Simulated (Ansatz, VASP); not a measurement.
# Cd: VASP beside Ansatz

```
CELL_PARAMETERS angstrom
3.05126 0.00000 0.00000
-1.52563 2.64247 0.00000
0.00000 0.00000 10.28976
ATOMIC_POSITIONS crystal
Cd 0.66667 0.33333 0.75000
Cd 0.00000 0.00000 0.50000
Cd 0.33333 0.66667 0.25000
Cd 0.00000 0.00000 0.00000
```

Change from the starting cell: volume scaled by 0.96.

Alike in both runs: task single point; functional PBEsol; k mesh 10 × 10 × 3; occupations fermi-dirac, width 0.05 eV; no spin polarisation.

|  | VASP | Ansatz |
| --- | --- | --- |
| version | VASP 6.6.1 | Ansatz 0.2.0 |
| potentials or method | VASP PAW PBE potentials, release 64 (Cd), cutoff 520 eV | all-electron LAPW, scalar-relativistic |

|  | VASP | Ansatz | Ansatz less VASP |
| --- | --- | --- | --- |
| gap on the k mesh at the Fermi level (eV) | none | none | - |
| pressure (GPa) | 0.9 | 0.5 | -0.40 |
| traceless stress, the component that is largest in VASP (GPa) | 0.11 | 0.13 | +0.011 |

VASP's potentials were made for PBE, not for PBEsol. A gap of «none» marks a metal or a gap that the smearing closes. Ansatz ran all-electron here, and VASP with PAW potentials.
